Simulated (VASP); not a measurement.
Runs of VASP 6.6.1 on LiCl. The structure is that of space group Fm-3m (No. 225), or close to it. The cells are those of the table. 

```tsv
cell	gap on the mesh (eV)
a = 3.719, b = 3.719, c = 3.627 Å, angles 60.8, 60.8, 58.4°, 2 atoms	6.00
a = 3.628, b = 3.628, c = 3.536 Å, angles 60.8, 60.8, 58.3°, 2 atoms	(b)
a = 3.673, b = 3.673, c = 3.627 Å, angles 60.4, 60.4, 59.2°, 2 atoms	6.16
a = 3.763, b = 3.763, c = 3.808 Å, angles 59.6, 59.6, 60.8°, 2 atoms	(a)
a = 3.763, b = 3.763, c = 3.718 Å, angles 60.4, 60.4, 59.2°, 2 atoms	5.78
a = 3.673, b = 3.673, c = 3.718 Å, angles 59.6, 59.6, 60.8°, 2 atoms	6.05
```

Alike in all rows: task single point; level PBE; potentials or basis VASP PAW PBE potentials, release 64 (Li_sv, Cl); no spin polarisation; k mesh 8 × 8 × 8; cutoff (eV) 520; smearing gaussian 0.05 eV.

**Question.** Estimate the missing entries.

**Answer.** (a) 5.68; (b) 6.42.

A k mesh can miss the band edges.
